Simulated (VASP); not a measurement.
# AlN (R-3m) in VASP: further runs, part 2 of 2

VASP 6.6.1. Earlier steps stand in the parts before.

**4. Single point, PBE**

File INCAR:

```
ALGO = Normal
EDIFF = 1E-6
ENCUT = 520
GGA = PE
ISIF = 2
ISMEAR = 0
LASPH = True
LCHARG = False
LREAL = False
LWAVE = False
NBANDS = 11
NELM = 60
PREC = Accurate
SIGMA = 0.05
```

File KPOINTS:

```
k-points
0
Gamma
  10 10 10
```

File POSCAR:

```
AlN
1.0
    0.0405413681      2.0278633321      2.0278633321
    2.0278633321      0.0405413681      2.0278633321
    2.0278633321      2.0278633321      0.0405413681
Al N
1 1
Direct
    0.5000000000      0.5000000000      0.5000000000
    0.0000000000      0.0000000000      0.0000000000
```

Potentials or basis: VASP PAW PBE potentials, release 64 (Al, N).

Started as:

```sh
$ cat potpaw_PBE.64/Al/POTCAR potpaw_PBE.64/N/POTCAR > POTCAR
$ mpirun -np 1 vasp_std > vasp.out
```

OUTCAR:

```text
EDIFF = 1E-6
   ENCUT = 520
   GGA = PE
   ISIF = 2
   ISMEAR = 0
   LASPH = True
   LREAL = False
   NELM = 60
   PREC = Accurate

 ion  position               nearest neighbor table
   1  0.500  0.500  0.500-   2 2.01   2 2.01   2 2.01   2 2.01   2 2.01   2 2.01
   2  0.000  0.000  0.000-   1 2.01   1 2.01   1 2.01   1 2.01   1 2.01   1 2.01

  LATTYP: Found a trigonal (rhomboedric) cell.
 ALAT       =     2.8681183710
 COS(alpha) =     0.5198882638

  Lattice vectors:

 A1 = (   0.0405413681,   2.0278633321,   2.0278633321)
 A2 = (   2.0278633321,   0.0405413681,   2.0278633321)
 A3 = (   2.0278633321,   2.0278633321,   0.0405413681)

Analysis of symmetry for initial positions (statically):
=====================================================================
 Subroutine PRICEL returns:
 Original cell was already a primitive cell.

 Routine SETGRP: Setting up the symmetry group for a
 trigonal (rhombohedral) supercell.

 Subroutine GETGRP returns: Found 12 space group operations
 (whereof 12 operations were pure point group operations)
 out of a pool of 12 trial point group operations.

The static configuration has the point symmetry D_3d.

Analysis of symmetry for dynamics (positions and initial velocities):
[... 166 lines left out ...]

 k-point     1 :       0.0000    0.0000    0.0000
  band No.  band energies     occupation
      1      -7.5034      2.00000
      2       9.9491      2.00000
      3      10.3919      2.00000
      4      10.3919      2.00000
      5      16.1749      0.00000
      6      21.9291      0.00000
      7      22.7905      0.00000
      8      22.7905      0.00000
      9      27.5955      0.00000
     10      28.2053      0.00000
     11      28.2053      0.00000
[... 309 lines left out ...]
 k-point    24 :       0.4000    0.3000   -0.0000
  band No.  band energies     occupation
      1      -4.4138      2.00000
      2       4.3320      2.00000
      3       7.5478      2.00000
      4       7.7240      2.00000
      5      16.2087      0.00000
      6      17.5872      0.00000
      7      22.6540      0.00000
      8      26.0394      0.00000
      9      26.9910      0.00000
     10      32.2816      0.00000
     11      35.4210      0.00000

 [... further k-points ...]
[... 5 lines left out ...]
  --------------------------------------------------------------------------------------
  -------------------------------------------------------------------------------------
  Total        1.1192556      1.1192556      1.1192556     -0.6780986     -0.6780986     -0.6780986
  in kB      110.8447232    110.8447232    110.8447232    -67.1550369    -67.1550369    -67.1550369
  external PRESSURE =     110.8447232 kB  Pullay stress =       0.0000000 kB

 VOLUME and BASIS-vectors are now :
 -----------------------------------------------------------------------------
  energy-cutoff  :      520.00
  volume of cell :       16.18
      direct lattice vectors                 reciprocal lattice vectors
     0.040541368  2.027863332  2.027863332    -0.254084936  0.249104793  0.249104793
     2.027863332  0.040541368  2.027863332     0.249104793 -0.254084936  0.249104793
     2.027863332  2.027863332  0.040541368     0.249104793  0.249104793 -0.254084936

 POSITION                                       TOTAL-FORCE (eV/Angst)
 -----------------------------------------------------------------------------------
      2.04813      2.04813      2.04813         0.000000     -0.000000      0.000000
      0.00000      0.00000      0.00000        -0.000000      0.000000     -0.000000
 -----------------------------------------------------------------------------------
    total drift:                                0.000000     -0.000000     -0.000000

  FREE ENERGIE OF THE ION-ELECTRON SYSTEM (eV)
  ---------------------------------------------------
  free  energy   TOTEN  =       -14.5030944417 eV

  energy  without entropy=      -14.5030944417  energy(sigma->0) =      -14.50309444
```

OSZICAR:

```text
N       E                     dE             d eps       ncg     rms          rms(c)
DAV:   1     0.624848389209E+01    0.62485E+01   -0.39688E+03  2592   0.661E+02
DAV:   2    -0.157067516356E+02   -0.21955E+02   -0.21166E+02  3154   0.127E+02
DAV:   3    -0.162672169371E+02   -0.56047E+00   -0.55944E+00  3101   0.178E+01
DAV:   4    -0.162690513307E+02   -0.18344E-02   -0.18342E-02  2807   0.110E+00
DAV:   5    -0.162690649459E+02   -0.13615E-04   -0.13615E-04  3032   0.963E-02    0.768E+00
DAV:   6    -0.145257974003E+02    0.17433E+01   -0.73801E+00  2834   0.146E+01    0.274E+00
DAV:   7    -0.145087455531E+02    0.17052E-01   -0.19471E-01  2880   0.319E+00    0.180E+00
DAV:   8    -0.145033997919E+02    0.53458E-02   -0.15384E-02  2705   0.108E+00    0.338E-01
DAV:   9    -0.145030459337E+02    0.35386E-03   -0.14666E-03  2917   0.232E-01    0.152E-01
DAV:  10    -0.145031006109E+02   -0.54677E-04   -0.13658E-04  2833   0.858E-02    0.433E-02
DAV:  11    -0.145030946340E+02    0.59769E-05   -0.19542E-05  2978   0.250E-02    0.743E-03
DAV:  12    -0.145030944417E+02    0.19234E-06   -0.60571E-07  1465   0.674E-03
   1 F= -.14503094E+02 E0= -.14503094E+02  d E =-.523900E-15
```

stdout:

```text
POSCAR found type information on POSCAR AlN
 POSCAR found :  2 types and       2 ions
 scaLAPACK will be used
 LDA part: xc-table for (Slater+PW92), standard interpolation
 POSCAR, INCAR and KPOINTS ok, starting setup
 FFT: planning ... GRIDC
 FFT: planning ... GRID_SOFT
 FFT: planning ... GRID
 WAVECAR not read
 entering main loop
```

It took 32 s on 1 thread of AMD EPYC 7R43 (Zen 3), shared host; peak memory 0.11 GiB.

What came out:

```yaml
Free_energy: -14.5031 eV
Pressure: 11.1 GPa
Band_gap_on_the_k_mesh: 4.49 eV, indirect (least direct gap 5.78 eV)
```

Stress tensor (GPa, compression positive):
```
11.08 -6.72 -6.72
-6.72 11.08 -6.72
-6.72 -6.72 11.08
```

A k mesh can miss the band edges. As with any semilocal functional, this PBE gap is likely too small.

**5. Single point, PBE**

This run uses another cell than the first one, of 8.43 Å³/atom, 1.042 times its volume.

File INCAR:

```
SYSTEM = AlN
PREC     = Accurate       ! precision mode
ENCUT    = 520            ! plane-wave cutoff, eV
EDIFF    = 1E-6           ! SCF threshold, eV
ISMEAR   = 0              ! smearing method
SIGMA    = 0.05           ! smearing width, eV
LREAL    = .False.        ! projectors in reciprocal space
LASPH    = .True.         ! aspherical terms in the spheres
NELM     = 100            ! most SCF steps
ALGO     = Normal         ! electronic algorithm
ISIF     = 2              ! what is computed and relaxed
LWAVE    = .False.        ! write WAVECAR
LCHARG   = .False.        ! write CHGCAR
GGA      = PE             ! functional
NBANDS   = 11             ! bands
```

File KPOINTS:

```
Automatic mesh
0
Gamma
  10 10 10
  0 0 0
```

File POSCAR:

```
AlN
1.0
    0.0825703010      2.0770220171      2.0770220171
    2.0770220171      0.0825703010      2.0770220171
    2.0770220171      2.0770220171      0.0825703010
Al N
1 1
Direct
    0.5000000000      0.5000000000      0.5000000000
    0.0000000000      0.0000000000      0.0000000000
```

Potentials or basis: VASP PAW PBE potentials, release 64 (Al, N).

Started as:

```sh
$ cat potpaw_PBE.64/Al/POTCAR potpaw_PBE.64/N/POTCAR > POTCAR
$ mpirun -np 1 vasp_std > vasp.out
```

OUTCAR:

```text
SYSTEM = AlN
   PREC = Accurate
   ENCUT = 520
   EDIFF = 1E-6
   ISMEAR = 0
   LREAL = .False.
   LASPH = .True.
   NELM = 100
   ISIF = 2
   GGA = PE

 ion  position               nearest neighbor table
   1  0.500  0.500  0.500-   2 2.04   2 2.04   2 2.04   2 2.04   2 2.04   2 2.04
   2  0.000  0.000  0.000-   1 2.04   1 2.04   1 2.04   1 2.04   1 2.04   1 2.04

  LATTYP: Found a trigonal (rhomboedric) cell.
 ALAT       =     2.9385130208
 COS(alpha) =     0.5393280015

  Lattice vectors:

 A1 = (   0.0825703010,   2.0770220171,   2.0770220171)
 A2 = (   2.0770220171,   0.0825703010,   2.0770220171)
 A3 = (   2.0770220171,   2.0770220171,   0.0825703010)

Analysis of symmetry for initial positions (statically):
=====================================================================
 Subroutine PRICEL returns:
 Original cell was already a primitive cell.

 Routine SETGRP: Setting up the symmetry group for a
 trigonal (rhombohedral) supercell.

 Subroutine GETGRP returns: Found 12 space group operations
 (whereof 12 operations were pure point group operations)
 out of a pool of 12 trial point group operations.

The static configuration has the point symmetry D_3d.

Analysis of symmetry for dynamics (positions and initial velocities):
=====================================================================
 Subroutine PRICEL returns:
 Original cell was already a primitive cell.

 Routine SETGRP: Setting up the symmetry group for a
 trigonal (rhombohedral) supercell.

 Subroutine GETGRP returns: Found 12 space group operations
 (whereof 12 operations were pure point group operations)
 out of a pool of 12 trial point group operations.

The dynamic configuration has the point symmetry D_3d.

 Subroutine INISYM returns: Found 12 space group operations
 (whereof 12 operations are pure point group operations),
 and found     1 'primitive' translations

----------------------------------------------------------------------------------------

                                     Primitive cell
[... 114 lines left out ...]
  Thomas-Fermi vector in A             =   2.409694
   LORBIT       =      0    0 simple, 1 ext, 2 COOP (PROOUT), +10 PAW based schemes
   GGA     = PE    functional components
   LHFCALC =     F    Hartree Fock is set to
   AEXX    =    0.0000 exact exchange contribution
   IVDW    =     0    specifies the selected vdW correction
   LEPSILON=     F    determine dielectric tensor
   LRPA    =     F    only Hartree local field effects (RPA)
 non-spin polarized calculation
 Gauss-broadening in eV      SIGMA  =   0.05
  energy-cutoff  :      520.00
  volume of cell :       16.85
 maximum number of plane-waves:       465
 NGX is ok and might be reduce to    24
   NGX = 11   NGY = 11   NGZ = 11

 number of electron       7.9999999 magnetization

 Free energy of the ion-electron system (eV)
  ---------------------------------------------------
  ext. energy  EPLUGINS =         0.00000000
  ---------------------------------------------------
  free energy    TOTEN  =       -14.46476119 eV

  energy without entropy =      -14.46476119  energy(sigma->0) =      -14.46476119

 E-fermi :  10.3608     XC(G=0): -12.1962

 val. band max:       10.0209726104   @ k =   0.0000   0.0000   0.0000
 cond. band min:      13.7966146830   @ k =   0.5000   0.5000   0.0000
 fundamental gap:      3.7756420726
 Fermi energy:        10.3608432394

 k-point     1 :       0.0000    0.0000    0.0000
  band No.  band energies     occupation
      1      -7.6545      2.00000
      2       9.1346      2.00000
      3      10.0210      2.00000
      4      10.0210      2.00000
      5      14.9011      0.00000
      6      20.8994      0.00000
      7      22.4231      0.00000
      8      22.4231      0.00000
      9      26.5424      0.00000
     10      27.4265      0.00000
     11      27.4265      0.00000
[... 309 lines left out ...]
 k-point    24 :       0.4000    0.3000    0.0000
  band No.  band energies     occupation
      1      -4.6906      2.00000
      2       3.9942      2.00000
      3       7.0941      2.00000
      4       7.3266      2.00000
      5      15.1627      0.00000
      6      17.2096      0.00000
      7      21.5092      0.00000
      8      25.0282      0.00000
      9      25.9308      0.00000
     10      31.2876      0.00000
     11      34.2916      0.00000

 [... further k-points ...]
[... 5 lines left out ...]
  --------------------------------------------------------------------------------------
  -------------------------------------------------------------------------------------
  Total        0.0186528      0.0186528      0.0186528     -1.3730226     -1.3730226     -1.3730226
  in kB        1.7733222      1.7733222      1.7733222   -130.5335905   -130.5335905   -130.5335905
  external PRESSURE =       1.7733222 kB  Pullay stress =       0.0000000 kB

 VOLUME and BASIS-vectors are now :
 -----------------------------------------------------------------------------
  energy-cutoff  :      520.00
  volume of cell :       16.85
      direct lattice vectors                 reciprocal lattice vectors
     0.082570301  2.077022017  2.077022017    -0.255581442  0.245809488  0.245809488
     2.077022017  0.082570301  2.077022017     0.245809488 -0.255581442  0.245809488
     2.077022017  2.077022017  0.082570301     0.245809488  0.245809488 -0.255581442

 POSITION                                       TOTAL-FORCE (eV/Angst)
 -----------------------------------------------------------------------------------
      2.11831      2.11831      2.11831         0.000000      0.000000     -0.000000
      0.00000      0.00000      0.00000        -0.000000     -0.000000      0.000000
 -----------------------------------------------------------------------------------
    total drift:                                0.000000     -0.000000     -0.000000

  FREE ENERGIE OF THE ION-ELECTRON SYSTEM (eV)
  ---------------------------------------------------
  free  energy   TOTEN  =       -14.4647611899 eV

  energy  without entropy=      -14.4647611899  energy(sigma->0) =      -14.46476119
```

Wall time 29 s (1 thread of AMD EPYC 7R43 (Zen 3), shared host); peak memory 0.11 GiB.

Results:

```yaml
Free_energy: -14.4648 eV
Pressure: 0.2 GPa
Band_gap_on_the_k_mesh: 3.78 eV, indirect (least direct gap 4.88 eV)
```

A k mesh can miss the band edges.

**6. Summary**

| cell | gap on the mesh (eV) | pressure (GPa) |
| --- | --- | --- |
| a = 2.899 Å, angles 57.4°, 2 atoms | 4.02 | 11.3 |
| a = 2.811 Å, angles 61.3°, 2 atoms | 4.36 | 11.1 |
| a = 2.868 Å, angles 58.7°, 2 atoms | 4.49 | 11.1 |
| a = 2.939 Å, angles 57.4°, 2 atoms | 3.78 | 0.2 |

Alike in all rows: task single point; level PBE; potentials or basis VASP PAW PBE potentials, release 64 (Al, N); no spin polarisation; k mesh 10 × 10 × 10; cutoff (eV) 520; smearing gaussian 0.05 eV.

Total energies depend on the potentials used, so only differences within one code and one set of settings carry meaning.
